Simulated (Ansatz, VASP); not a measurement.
**Si5O: VASP beside Ansatz**

INCAR

```
SYSTEM = Si5O
  PREC = Accurate
  ENCUT = 600
  EDIFF = 1E-6
  ISMEAR = 0
  SIGMA = 0.1
  LREAL = .False.
  LASPH = .True.
  NELM = 100
  ALGO = Normal
  ISIF = 3
  LWAVE = .False.
  LCHARG = .False.
  GGA = PE
  IBRION = 2
  NSW = 90
  EDIFFG = -0.04
```

KPOINTS

```
Automatic mesh
0
Gamma
  6 6 4
  0 0 0
```

Contents of POSCAR:

```
Si5O
1.0
    4.6828033400      0.0000000000      0.0000000000
   -2.3414016700      4.0554266600      0.0000000000
    0.0000000000      0.0000000000      4.9093602700
Si O
5 1
Direct
    0.6929031400      0.0000000000      0.0000000000
    0.0000000000      0.6929031400      0.0000000000
    0.3070968600      0.3070968600      0.0000000000
    0.3333333300      0.6666666700      0.0000000000
    0.6666666700      0.3333333300      0.0000000000
    0.0000000000      0.0000000000      0.0000000000
```

Input for Ansatz:

```yaml
crystal:
  lattice:
    - [4.68280334, 0.0, 0.0]
    - [-2.34140167, 4.05542666, 0.0]
    - [0.0, 0.0, 4.90936027]
  atoms:
    - { symbol: Si, position: [0.69290314, 0.0, 0.0] }
    - { symbol: Si, position: [0.0, 0.69290314, 0.0] }
    - { symbol: Si, position: [0.30709686, 0.30709686, 0.0] }
    - { symbol: Si, position: [0.33333333, 0.66666667, 0.0] }
    - { symbol: Si, position: [0.66666667, 0.33333333, 0.0] }
    - { symbol: O, position: [0.0, 0.0, 0.0] }
basis:
  ecutwfc: 420
kpoints:
  mp_grid: { grid: [6, 6, 4] }
hamiltonian:
  xc: pbe
scf:
  occupations: { method: gaussian, width: 0.1 }
  lower_state_search: "off"
output:
  forces: true
  stress: true
  eigenvalues: true
relax:
  adjacent_minimum: "off"
  f_tol: 0.04
  max_steps: 70
  cell: { stress_tol: 0.4 }
```

Alike in both runs: task relaxation of cell and atoms; functional PBE; k mesh 6 × 6 × 4; occupations gaussian, width 0.1 eV; no spin polarisation.

```csv
,VASP,Ansatz
version,VASP 6.6.1,Ansatz 0.2.0
potentials or method,"VASP PAW PBE potentials, release 64 (Si, O), cutoff 600 eV","scalar-relativistic, plane waves, PAW"
valence electrons in the cell,26,26
```

|  | VASP | Ansatz | Ansatz less VASP |
| --- | --- | --- | --- |
| gap on the k mesh at the Fermi level, each at its own relaxed structure (eV) | none | none | - |
| relaxed volume (Å³/atom) | 16.47 | 16.84 | +0.370 |
| relaxed length of the cell vector where the two differ most in proportion (Å) | 2.772 | 2.453 | -0.3184 |

A gap of «none» marks a metal or a gap that the smearing closes. One of these differences is far larger than is usual between the two programs; its cause wasn't traced.
